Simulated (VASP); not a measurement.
Set up this calculation in VASP 6.6.1, as the native input.

| Item | Value |
| --- | --- |
| Task | single point |
| Functional | PBEsol |
| Potentials or basis | VASP PAW PBE potentials, release 64 (Yb) |
| Cutoff | 520 eV |
| k mesh | 8 × 8 × 8 |
| Occupations | fermi-dirac, width 0.1 eV |
| Spin | no spin polarisation |
| Dipole correction | no |
| Further INCAR settings | ALGO = Normal; EDIFF = 1e-07; NBANDS = 31 |

The structure of Yb lies in POSCAR:

```
Yb
1.0
    0.0000000000      4.3292603702      4.3292603702
    4.3292603702      0.0000000000      4.3292603702
    4.3292603702      4.3292603702      0.0000000000
Yb
2
Direct
    0.1250000000      0.1250000000      0.1250000000
    0.8750000000      0.8750000000      0.8750000000
```

This isn't the form of Yb at room conditions, which is fcc.

The input as run:

INCAR

```
  ALGO = Normal
  EDIFF = 1E-7
  ENCUT = 520
  GGA = PS
  ISIF = 2
  ISMEAR = -1
  LASPH = T
  LCHARG = F
  LREAL = F
  LWAVE = F
  NBANDS = 31
  NELM = 60
  PREC = Accurate
  SIGMA = 0.1
```

KPOINTS

```
k-points
0
Gamma
  8 8 8
```

Potentials or basis: VASP PAW PBE potentials, release 64 (Yb).

Command:

```console
$ cat potpaw_PBE.64/Yb/POTCAR > POTCAR
$ mpirun -np 1 vasp_std > vasp.out
```

Results of the run:

```
Pressure               : -0.5 GPa
Band gap on the k mesh : zero (bands 24 and 25 overlap by 1.04 eV)
```

Caveat: the PAW data sets were made with another functional, which shifts forces and pressure a little; spin-orbit coupling is left out, which moves the levels of the heavy elements.

Run time: 15 min on 1 thread of Intel Xeon 8259CL, with other jobs on the host, peak memory 0.41 GiB.
